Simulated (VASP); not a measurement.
Wanted: the native input for a VASP 6.6.1 run.

| Property | Result |
| --- | --- |
| Task | single point |
| Functional | LDA |
| Potentials or basis | VASP PAW LDA potentials, release 64 (O, C, H) |
| Cutoff | 520 eV |
| k mesh | 1 × 1 × 1 |
| Occupations | fermi-dirac, width 0.02 eV |
| Spin | no spin polarisation |
| Dipole correction | no |
| Further INCAR settings | LREAL = Auto; ALGO = Normal; EDIFF = 1e-06; NBANDS = 64 |

The structure of H4C2O3 lies in POSCAR:

```
H4C2O3
1.0
    6.7729220000      0.0000000000      0.0000000000
    0.0000000000      6.7729220000      0.0000000000
    0.0000000000      0.0000000000      6.7729220000
O C H
9 6 12
Direct
    0.2835998997      0.9466962708      0.9525726119
    0.8829276345      0.0608599951      0.8357692588
    0.6139890582      1.1590123140      0.2440453323
    0.3329286828      0.2880440672      1.0508462965
    0.5956218010      0.3005202186      0.8483339982
    0.9160152738      0.8792512301      0.1332807317
    1.0419874908      0.6234532156     -0.0492254303
    0.4816680304      0.4289581365      0.4366800622
    0.7630975228      0.5596402852      0.5264345286
    0.4088929416      0.8340417917      0.9081309367
    0.8856000409      0.2365153474      0.8698313667
    0.5853012924      1.0303381613      0.3559615776
    0.4971414110      0.3697517851      0.9824120225
    0.9656245857      0.6922713712      0.1042976724
    0.5906903992      0.5423803788      0.5435024942
    0.5660481547      0.8876966249      0.8887449169
    0.3490664738      0.6744651718      0.8836658683
    0.8997741300      0.2837327818      1.0271342266
    0.8996707773      0.3591359830      0.7500012550
    0.5985156776      0.8705400712      0.3245718761
    0.4876181949      1.0693464357      0.4799700927
    0.2998705728      0.1443099448      0.9843019010
    0.5395455610      0.5170294298      1.0714725491
    0.9177132115      0.9677211697      0.0009892333
    0.9374831129      0.6022511406      0.2364119947
    0.5684105029      0.3467779490      0.3405620204
    0.4999024055      0.5958728005      0.6691351237
```

The input as run:

INCAR

```
SYSTEM = H4C2O3
PREC = Accurate
ENCUT = 520
EDIFF = 1E-6
ISMEAR = -1
SIGMA = 0.02
LREAL = Auto
LASPH = .True.
NELM = 80
ALGO = Normal
ISIF = 2
LWAVE = .False.
LCHARG = .True.
LELF = .True.
LVHAR = .True.
NBANDS = 64
```

KPOINTS

```
regular mesh
0
Gamma
  1 1 1
  0 0 0
```

Potentials or basis: VASP PAW LDA potentials, release 64 (O, C, H).

Command:

```console
$ cat potpaw_LDA.64/O/POTCAR potpaw_LDA.64/C/POTCAR potpaw_LDA.64/H/POTCAR > POTCAR
$ mpirun -np 1 vasp_gam > vasp.out
```

It gave:

- Pressure: 2.8 GPa
- Largest force: 4.481 eV/Å
- Band gap on the k mesh: 2.21 eV

Caveat: the k points lie up to 0.93 Å⁻¹ apart.

Wall time 30 s on 1 thread of AMD EPYC 7R13 Processor (Zen 3), on a shared host, peak memory 0.22 GiB.
